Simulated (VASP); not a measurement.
# Si2W (I4/mmm) in VASP: notebook

Si2W is run at these levels: PBE; tasks: single point.

Everything below comes from runs of VASP 6.6.1. Logs are shortened: lines on timing, memory, paths and dates and some standing lists are left out, and cuts for length are marked.

## Step 1: The cell of the first run

It takes space group I4/mmm (No. 139, tetragonal). Conventional cell: a = 3.383 Å, b = 3.383 Å, c = 7.170 Å, α = 90.00°, β = 90.00°, γ = 90.00°. Si (site symmetry 4mm) has 1 Si at 1.92 Å within 2.5 Å. W (site symmetry 4/mmm) has 10 Si at 2.58 to 2.63 Å and 4 W at 3.38 Å within 3.4 Å.

## Step 2: Single point, PBE (c/a of the conventional cell at fixed volume 2.1195)

The input, INCAR:

```
SYSTEM = Si2W
ALGO = Normal
EDIFF = 1E-6
ENCUT = 520
GGA = PE
ISIF = 2
ISMEAR = 0
LASPH = .TRUE.
LCHARG = .FALSE.
LREAL = .FALSE.
LWAVE = .FALSE.
NBANDS = 18
NELM = 60
PREC = Accurate
SIGMA = 0.15
```

The input, KPOINTS:

```
k-points
0
G
  18 18 18
  0 0 0
```

The input, POSCAR:

```
Si2W
1.0
   -1.6913662915      1.6913662915      3.5848508548
    1.6913662915     -1.6913662915      3.5848508548
    1.6913662915      1.6913662915     -3.5848508548
Si W
2 1
Direct
    0.3663500835      0.3663500835      0.0000000000
    0.6336499165      0.6336499165      0.0000000000
    0.0000000000      0.0000000000      0.0000000000
```

Potentials or basis: VASP PAW PBE potentials, release 64 (Si, W_sv).

Run with:

```bash
$ cat potpaw_PBE.64/Si/POTCAR potpaw_PBE.64/W_sv/POTCAR > POTCAR
$ mpirun -np 1 vasp_std > vasp.out
```

OUTCAR:

```text
SYSTEM = Si2W
   EDIFF = 1E-6
   ENCUT = 520
   GGA = PE
   ISIF = 2
   ISMEAR = 0
   LASPH = .TRUE.
   LREAL = .FALSE.
   NELM = 60
   PREC = Accurate

 ion  position               nearest neighbor table
   1  0.366  0.366  0.000-   2 1.92   3 2.58   3 2.58   3 2.58   3 2.58   3 2.63   2 2.92   2 2.92
                             2 2.92   2 2.92
   2  0.634  0.634  0.000-   1 1.92   3 2.58   3 2.58   3 2.58   3 2.58   3 2.63   1 2.92   1 2.92
                             1 2.92   1 2.92
   3  0.000  0.000  0.000-   2 2.58   2 2.58   2 2.58   1 2.58   2 2.58   1 2.58   1 2.58   1 2.58
                             1 2.63   2 2.63

  LATTYP: Found a body centered tetragonal cell.
 ALAT       =     3.3827325830
 C/A-ratio  =     2.1195000000

  Lattice vectors:

 A1 = (  -1.6913662915,   1.6913662915,   3.5848508548)
 A2 = (   1.6913662915,  -1.6913662915,   3.5848508548)
 A3 = (   1.6913662915,   1.6913662915,  -3.5848508548)

Analysis of symmetry for initial positions (statically):
=====================================================================
 Subroutine PRICEL returns:
 Original cell was already a primitive cell.

 Routine SETGRP: Setting up the symmetry group for a
 body centered tetragonal supercell.

 Subroutine GETGRP returns: Found 16 space group operations
 (whereof 16 operations were pure point group operations)
 out of a pool of 16 trial point group operations.

The static configuration has the point symmetry D_4h.

Analysis of symmetry for dynamics (positions and initial velocities):
=====================================================================
 Subroutine PRICEL returns:
 Original cell was already a primitive cell.

 Routine SETGRP: Setting up the symmetry group for a
 body centered tetragonal supercell.

 Subroutine GETGRP returns: Found 16 space group operations
 (whereof 16 operations were pure point group operations)
 out of a pool of 16 trial point group operations.

The dynamic configuration has the point symmetry D_4h.

 Subroutine INISYM returns: Found 16 space group operations
 (whereof 16 operations are pure point group operations),
 and found     1 'primitive' translations

----------------------------------------------------------------------------------------

                                     Primitive cell

  volume of cell :      41.0210

  direct lattice vectors                    reciprocal lattice vectors
    -1.691366292  1.691366292  3.584850855     0.000000000  0.295618993  0.139475816
     1.691366292 -1.691366292  3.584850855     0.295618993  0.000000000  0.139475816
     1.691366292  1.691366292 -3.584850855     0.295618993  0.295618993  0.000000000

  length of vectors
     4.309593428  4.309593428  4.309593428     0.326870146  0.326870146  0.418068389

  position of ions in fractional coordinates (direct lattice)
     0.366350084  0.366350084  0.000000000
     0.633649916  0.633649916  0.000000000
     0.000000000  0.000000000  0.000000000

  ion indices of the primitive-cell ions
   primitive index   ion index
                 1           1
                 2           2
                 3           3

----------------------------------------------------------------------------------------

 KPOINTS: k-points

Automatic generation of k-mesh.
 Grid dimensions read from file:
 generate k-points for:   18   18   18

 Generating k-lattice:

  Cartesian coordinates                     Fractional coordinates (reciprocal lattice)
     0.000000000  0.016423277  0.007748656     0.055555556  0.000000000 -0.000000000
     0.016423277  0.000000000  0.007748656     0.000000000  0.055555556 -0.000000000
     0.016423277  0.016423277  0.000000000     0.000000000  0.000000000  0.055555556

  Length of vectors
     0.018159453  0.018159453  0.023226022

  Shift w.r.t. Gamma in fractional coordinates (k-lattice)
     0.000000000  0.000000000  0.000000000

 Subroutine IBZKPT returns following result:
 ===========================================

 Found    480 irreducible k-points:

 Following reciprocal coordinates:
            Coordinates               Weight
  0.000000  0.000000  0.000000      1.000000
  0.055556 -0.000000  0.000000      8.000000
  0.111111 -0.000000  0.000000      8.000000
  0.166667  0.000000 -0.000000      8.000000
  0.222222  0.000000  0.000000      8.000000
  0.277778  0.000000  0.000000      8.000000
[... 16 lines left out ...]
 -0.277778  0.055556 -0.000000     16.000000
 -0.222222  0.055556  0.000000     16.000000
 [... further k-points ...]
   k-points           NKPTS =    480   k-points in BZ     NKDIM =    480   number of bands    NBANDS=     18
   number of dos      NEDOS =    301   number of ions     NIONS =      3
   total plane-waves  NPLWV =  32768
   dimension x,y,z NGX =    32 NGY =   32 NGZ =   32
   dimension x,y,z NGXF=    64 NGYF=   64 NGZF=   64
   ions per type =               2   1
   NGX,Y,Z   is equivalent  to a cutoff of  12.34, 12.34, 12.34 a.u.
   NGXF,Y,Z  is equivalent  to a cutoff of  24.69, 24.69, 24.69 a.u.
 SYSTEM =  Si2W
   PREC   = accura    normal or accurate (medium, high low for compatibility)
   ISTART =      0    job   : 0-new  1-cont  2-samecut
   ICHARG =      2    charge: 1-file 2-atom 10-const
   ISPIN  =      1    spin polarized calculation?
   LNONCOLLINEAR =      F non collinear calculations
   LSORBIT =      F    spin-orbit coupling
   LASPH  =      T    aspherical Exc in radial PAW
   ENCUT  =  520.0 eV  38.22 Ry    6.18 a.u.   8.01  8.01  8.01*2*pi/ulx,y,z
   NELM   =     60;   NELMIN=  2; NELMDL= -5     # of ELM steps
   EDIFF  = 0.1E-05   stopping-criterion for ELM
   LREAL  =      F    real-space projection
   EDIFFG = 0.1E-04   stopping-criterion for IOM
   NSW    =      0    number of steps for IOM
   IBRION =     -1    ionic relax: 0-MD 1-quasi-New 2-CG
   NFREE  =      0    steps in history (QN), initial steepest desc. (CG)
   ISIF   =      2    stress and relaxation
   ISYM   =      2    0-nonsym 1-usesym 2-fastsym
   POTIM  = 0.5000    time-step for ionic-motion
   TEBEG  =    0.0;   TEEND  =   0.0 temperature during run
   PSTRESS=    0.0 pullay stress
   NELECT =      22.0000    total number of electrons
   NUPDOWN=      -1.0000    fix difference up-down
   EMIN   =  10.00;   EMAX   =-10.00  energy-range for DOS
   EFERMI =   0.00;   METHOD = LEGACY
   ISMEAR =     0;   SIGMA  =   0.15  broadening in eV -4-tet -1-fermi 0-gaus
   EFERMI_NEDOS =   21; number of points for ismear=-14 and -15
   IALGO  =     38    algorithm
   IMIX   =      4    mixing-type and parameters
     AMIX     =   0.40;   BMIX     =  1.00
     AMIX_MAG =   1.60;   BMIX_MAG =  1.00
  volume/ion in A,a.u.               =      13.67        92.27
  Fermi-wavevector in a.u.,A,eV,Ry     =   1.330088  2.513501 24.070517  1.769133
  Thomas-Fermi vector in A             =   2.459201
   LORBIT       =      0    0 simple, 1 ext, 2 COOP (PROOUT), +10 PAW based schemes
   GGA     = PE    functional components
   LHFCALC =     F    Hartree Fock is set to
   AEXX    =    0.0000 exact exchange contribution
   IVDW    =     0    specifies the selected vdW correction
   LEPSILON=     F    determine dielectric tensor
   LRPA    =     F    only Hartree local field effects (RPA)
 non-spin polarized calculation
 Gauss-broadening in eV      SIGMA  =   0.15
  energy-cutoff  :      520.00
  volume of cell :       41.02
 maximum number of plane-waves:      1126
   NGX = 15   NGY = 15   NGZ = 15

 number of electron      21.9999999 magnetization

 Free energy of the ion-electron system (eV)
  ---------------------------------------------------
  ext. energy  EPLUGINS =         0.00000000
  ---------------------------------------------------
  free energy    TOTEN  =       -21.88183998 eV

  energy without entropy =      -21.86328508  energy(sigma->0) =      -21.87256253

 E-fermi :  11.3893     XC(G=0): -12.3753

 val. band max:       11.3866951311   @ k =  -0.1667  -0.1667   0.0556
 cond. band min:      11.3915621580   @ k =  -0.3889  -0.4444   0.3889
 fundamental gap:      0.0048670269
 Fermi energy:        11.3892849844

 k-point     1 :       0.0000    0.0000    0.0000
  band No.  band energies     occupation
      1     -62.3740      2.00000
      2     -26.8108      2.00000
      3     -26.8108      2.00000
      4     -26.3490      2.00000
      5      -2.6357      2.00000
      6       4.9446      2.00000
[... 10 lines left out ...]
     17      18.6219      0.00000
     18      18.6219      0.00000

 k-point     2 :       0.0556   -0.0000    0.0000
  band No.  band energies     occupation
      1     -62.3739      2.00000
      2     -26.8151      2.00000
      3     -26.8104      2.00000
      4     -26.3490      2.00000
      5      -2.5811      2.00000
      6       4.9423      2.00000
[... 10 lines left out ...]
     17      18.5611      0.00000
     18      18.8074      0.00000

 k-point     3 :       0.1111   -0.0000    0.0000
  band No.  band energies     occupation
      1     -62.3736      2.00000
      2     -26.8273      2.00000
      3     -26.8093      2.00000
      4     -26.3488      2.00000
      5      -2.4185      2.00000
      6       4.9264      2.00000
[... 10 lines left out ...]
     17      18.3816      0.00000
     18      19.1799      0.00000

 k-point     4 :       0.1667    0.0000   -0.0000
  band No.  band energies     occupation
      1     -62.3731      2.00000
      2     -26.8460      2.00000
      3     -26.8077      2.00000
      4     -26.3485      2.00000
      5      -2.1521      2.00000
      6       4.8655      2.00000
[... 10 lines left out ...]
     17      18.0968      0.00000
     18      19.5685      0.00000

 k-point     5 :       0.2222    0.0000    0.0000
  band No.  band energies     occupation
      1     -62.3724      2.00000
      2     -26.8689      2.00000
      3     -26.8057      2.00000
      4     -26.3481      2.00000
      5      -1.7889      2.00000
      6       4.7005      2.00000
[... 10 lines left out ...]
     17      17.7558      0.00000
     18      20.0279      0.00000

 k-point     6 :       0.2778    0.0000    0.0000
  band No.  band energies     occupation
      1     -62.3717      2.00000
      2     -26.8931      2.00000
      3     -26.8035      2.00000
      4     -26.3478      2.00000
      5      -1.3397      2.00000
      6       4.3645      2.00000
[... 10 lines left out ...]
     17      17.7236      0.00000
     18      20.5145      0.00000

 k-point     7 :       0.3333    0.0000   -0.0000
  band No.  band energies     occupation
      1     -62.3711      2.00000
      2     -26.9157      2.00000
      3     -26.8015      2.00000
      4     -26.3474      2.00000
      5      -0.8213      2.00000
      6       3.8513      2.00000
[... 10 lines left out ...]
     17      17.8835      0.00000
     18      20.6485      0.00000

 k-point     8 :       0.3889    0.0000   -0.0000
  band No.  band energies     occupation
      1     -62.3706      2.00000
      2     -26.9341      2.00000
      3     -26.7998      2.00000
      4     -26.3471      2.00000
      5      -0.2647      2.00000
      6       3.2396      2.00000
[... 10 lines left out ...]
     17      18.5551      0.00000
     18      20.3567      0.00000
[... 229 lines left out ...]
     17      19.2806      0.00000
     18      19.9896      0.00000

 k-point    20 :      -0.4444    0.0556    0.0000
  band No.  band energies     occupation
      1     -62.3701      2.00000
      2     -26.9454      2.00000
      3     -26.8027      2.00000
      4     -26.3462      2.00000
      5       0.1831      2.00000
      6       2.8158      2.00000
[... 10 lines left out ...]
     17      19.2920      0.00000
     18      19.8945      0.00000

 k-point    21 :      -0.3889    0.0556    0.0000
  band No.  band energies     occupation
      1     -62.3705      2.00000
      2     -26.9334      2.00000
      3     -26.8037      2.00000
      4     -26.3461      2.00000
      5      -0.3337      2.00000
      6       3.4206      2.00000
[... 10 lines left out ...]
     17      18.7153      0.00000
     18      19.9321      0.00000

 k-point    22 :      -0.3333    0.0556    0.0000
  band No.  band energies     occupation
      1     -62.3710      2.00000
      2     -26.9150      2.00000
      3     -26.8054      2.00000
      4     -26.3462      2.00000
      5      -0.8756      2.00000
      6       4.0601      2.00000
[... 10 lines left out ...]
     17      18.0919      0.00000
     18      20.1825      0.00000

 k-point    23 :      -0.2778    0.0556   -0.0000
  band No.  band energies     occupation
      1     -62.3716      2.00000
      2     -26.8924      2.00000
      3     -26.8075      2.00000
      4     -26.3465      2.00000
      5      -1.3762      2.00000
      6       4.6046      2.00000
[... 10 lines left out ...]
     17      17.9940      0.00000
     18      20.3413      0.00000

 k-point    24 :      -0.2222    0.0556    0.0000
  band No.  band energies     occupation
      1     -62.3723      2.00000
      2     -26.8683      2.00000
      3     -26.8097      2.00000
      4     -26.3469      2.00000
      5      -1.8068      2.00000
      6       4.9417      2.00000
[... 10 lines left out ...]
     17      18.0535      0.00000
     18      20.2259      0.00000

 [... further k-points ...]
[... 5 lines left out ...]
  --------------------------------------------------------------------------------------
  -------------------------------------------------------------------------------------
  Total       -0.2103201     -0.2103201     20.9242196      0.0000000      0.0000000      0.0000000
  in kB       -8.2145733     -8.2145733    817.2471736      0.0000000      0.0000000      0.0000000
  external PRESSURE =     266.9393423 kB  Pullay stress =       0.0000000 kB

 VOLUME and BASIS-vectors are now :
 -----------------------------------------------------------------------------
  energy-cutoff  :      520.00
  volume of cell :       41.02
      direct lattice vectors                 reciprocal lattice vectors
    -1.691366292  1.691366292  3.584850855     0.000000000  0.295618993  0.139475816
     1.691366292 -1.691366292  3.584850855     0.295618993  0.000000000  0.139475816
     1.691366292  1.691366292 -3.584850855     0.295618993  0.295618993  0.000000000

 POSITION                                       TOTAL-FORCE (eV/Angst)
 -----------------------------------------------------------------------------------
      0.00000      0.00000      2.62662        -0.000000     -0.000000    -11.309349
      0.00000      0.00000      4.54308         0.000000      0.000000     11.309349
      0.00000      0.00000      0.00000        -0.000000     -0.000000      0.000000
 -----------------------------------------------------------------------------------
    total drift:                                0.000000     -0.000000     -0.000000

  FREE ENERGIE OF THE ION-ELECTRON SYSTEM (eV)
  ---------------------------------------------------
  free  energy   TOTEN  =       -21.8818399760 eV

  energy  without entropy=      -21.8632850817  energy(sigma->0) =      -21.87256253
```

It used 580 s of CPU time on 1 thread of AMD EPYC 7R13 Processor (Zen 3), with other jobs on the host.

What came out:

```
Free energy            : -21.8818 eV
Pressure               : 26.7 GPa
Largest force          : 11.309 eV/Å
Band gap on the k mesh : zero (band 11 reaches 12.11 eV, above the bottom of band 12 at 10.92 eV)
```

Forces in eV/Å, atoms in the order of the input:
```
Si    0.000   0.000 -11.309
Si    0.000   0.000  11.309
W     0.000   0.000   0.000
```

Caveat: spin-orbit coupling is left out, which moves the levels of the heavy elements; forces of over 1 eV/Å act on the atoms, so gaps and moduli don't describe the material at rest.

## Step 3: Single point, PBE (c/a of the conventional cell at fixed volume 2.1195)

The input, INCAR:

```
SYSTEM = Si2W
PREC     = Accurate       ! precision mode
ENCUT    = 520            ! plane-wave cutoff, eV
EDIFF    = 1E-6           ! SCF threshold, eV
ISMEAR   = 0              ! smearing method
SIGMA    = 0.15           ! smearing width, eV
LREAL    = .FALSE.        ! projectors in reciprocal space
LASPH    = .TRUE.         ! aspherical terms in the spheres
NELM     = 100            ! most SCF steps
ALGO     = Normal         ! electronic algorithm
ISIF     = 2              ! what is computed and relaxed
LWAVE    = .FALSE.        ! write WAVECAR
LCHARG   = .FALSE.        ! write CHGCAR
GGA      = PE             ! functional
NBANDS   = 18             ! bands
```

The input, KPOINTS:

```
regular mesh
0
G
  18 18 18
  0 0 0
```

The input, POSCAR:

```
Si2W
1.0
   -1.6913662915      1.6913662915      3.5848508548
    1.6913662915     -1.6913662915      3.5848508548
    1.6913662915      1.6913662915     -3.5848508548
Si W
2 1
Direct
    0.3451609204      0.3451609204      0.0000000000
    0.6548390796      0.6548390796      0.0000000000
    0.0000000000      0.0000000000      0.0000000000
```

Potentials or basis: VASP PAW PBE potentials, release 64 (Si, W_sv).

Run with:

```bash
$ cat potpaw_PBE.64/Si/POTCAR potpaw_PBE.64/W_sv/POTCAR > POTCAR
$ mpirun -np 1 vasp_std > vasp.out
```

Run time: 9.1 min. Hardware: 1 thread of AMD EPYC 7R13 (Zen 3), shared host; peak memory 0.41 GiB.

Results (log left out):

```
Free energy            : -23.8696 eV
Pressure               : 10.4 GPa
Largest force          : 2.657 eV/Å
Band gap on the k mesh : zero (band 11 reaches 11.59 eV, above the bottom of band 12 at 11.41 eV)
```

Forces in eV/Å, atoms in the order of the input:
```
Si   0.000  0.000 -2.657
Si   0.000  0.000  2.657
W    0.000  0.000  0.000
```

Stress tensor (GPa, compression positive):
```
-12.20   0.00   0.00
  0.00 -12.20   0.00
  0.00   0.00  55.49
```

Levels at points of the mesh, in eV from the Fermi level:
```
           k point  band 8  band 9  band 10  band 11  band 12  band 13  band 14  band 15
(0.00, 0.00, 0.00)   -2.93   -2.93    -1.74    -0.19     1.59     1.59     2.79     3.56
(0.50, 0.00, 0.00)   -4.28   -3.57    -1.98    -0.49     1.91     2.67     4.33     5.04
(0.50, 0.50, 0.00)   -4.91   -4.73    -2.25    -2.01     2.11     2.31     4.61     4.81
(0.50, 0.50, 0.50)   -2.43   -1.45    -1.45    -0.06    -0.06     0.12     4.84     6.68
```

Caveat: spin-orbit coupling is left out, which moves the levels of the heavy elements; forces of over 1 eV/Å act on the atoms, so gaps and moduli don't describe the material at rest.
